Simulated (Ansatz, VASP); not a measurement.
**BaTiO3: VASP beside Ansatz**

```xyz
10
Lattice="-3.9659 -3.9550 0.0000 -3.9442 3.9550 0.0000 -0.0108 -0.0108 -3.9550" Properties=species:S:1:pos:R:3 pbc="T T T"
Ba    0.0000    0.0000    0.0000
Ba   -3.9551    0.0000    0.0000
Ti   -2.0468   -2.0412   -2.0357
Ti   -2.0360    1.9138   -2.0357
O    -5.9137   -1.9533   -3.8819
O    -1.9587   -1.9533   -3.8819
O    -3.8925   -1.9480   -1.9427
O    -3.8817    2.0070   -1.9427
O    -5.9029    0.0679   -1.9427
O    -1.9478    0.0679   -1.9427
```

Alike in both runs: task single point; functional r2SCAN; k mesh 3 × 3 × 5; occupations fermi-dirac, width 0.1183 eV; collinear spin.

|  | VASP | Ansatz |
| --- | --- | --- |
| version | VASP 6.6.1 | Ansatz 0.2.0 |
| potentials or method | VASP PAW PBE potentials, release 64 (Ba_sv, Ti_sv, O), cutoff 520 eV | PAW plane waves |
| valence electrons in the cell | 80 | 80 |

Ansatz gave:

| Item | Value |
| --- | --- |
| pressure (GPa) | 9.3 |
| rms of the force components (eV/Å) | 0.209 |

Task: Which values does VASP return?

Result: Pressure (GPa): 11.6; rms of the force components (eV/Å): 0.271.

VASP's potentials were made for PBE, not for r2SCAN. The functional is the same, so the differences come from potentials, cutoffs and numerics. Ansatz's warnings: no starting moments, structure snapped to symmetry.

Neither program's run includes spin-orbit coupling.
